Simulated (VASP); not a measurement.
Crystal: Sn3As.

```
Sn As
1.0
     5.12748    0.00000    0.00000
    -2.56374    4.44053    0.00000
     0.00000    0.00000    5.78565
Sn As
3 1
Cartesian
  0.0000 2.9604 0.0000
  2.5637 1.4802 0.0000
  0.0000 0.0000 2.8928
  0.0000 0.0000 0.0000
```

The cell was generated, and may not be a known phase.

* Program: VASP 6.6.1
* Task: relaxation of cell and atoms
* Functional: PBE
* Potentials or basis: VASP PAW PBE potentials, release 64 (Sn_d, As)
* Cutoff: 600 eV
* k mesh: 6 × 6 × 4
* Occupations: gaussian, width 0.1 eV
* Spin: no spin polarisation

At the start: pressure 2.4 GPa; volume 32.93 Å³/atom.

How do energy, volume and symmetry change on relaxing?

Over 6 steps the energy falls by 85.3 meV/atom and the volume is 33.82 Å³/atom (+2.7 %); space group P6/mmm (No. 191, to 0.1 Å) before and after.

The path:
```csv
step,energy change (eV),largest force (eV/Å),pressure (GPa),volume (Å³)
1,0.0000,0.0000,2.44,131.73
2,-0.2539,0.0000,-1.42,141.29
3,-0.2619,0.0000,-1.92,143.26
4,-0.3097,0.0000,-0.50,137.97
5,-0.3236,0.0000,-1.03,139.56
6,-0.3414,0.0000,0.00,135.26
```

Final structure:
```cif
data_structure
_symmetry_space_group_name_H-M 'P 1'
_symmetry_Int_Tables_number 1
_cell_length_a 5.3772
_cell_length_b 5.3772
_cell_length_c 5.4018
_cell_angle_alpha 90.000
_cell_angle_beta 90.000
_cell_angle_gamma 120.000
_cell_volume 135.26
loop_
_atom_site_label
_atom_site_type_symbol
_atom_site_fract_x
_atom_site_fract_y
_atom_site_fract_z
_atom_site_occupancy
Sn1 Sn 0.33333 0.66667 0.00000 1
Sn2 Sn 0.66667 0.33333 0.00000 1
Sn3 Sn 0.00000 0.00000 0.50000 1
As1 As 0.00000 0.00000 0.00000 1
```
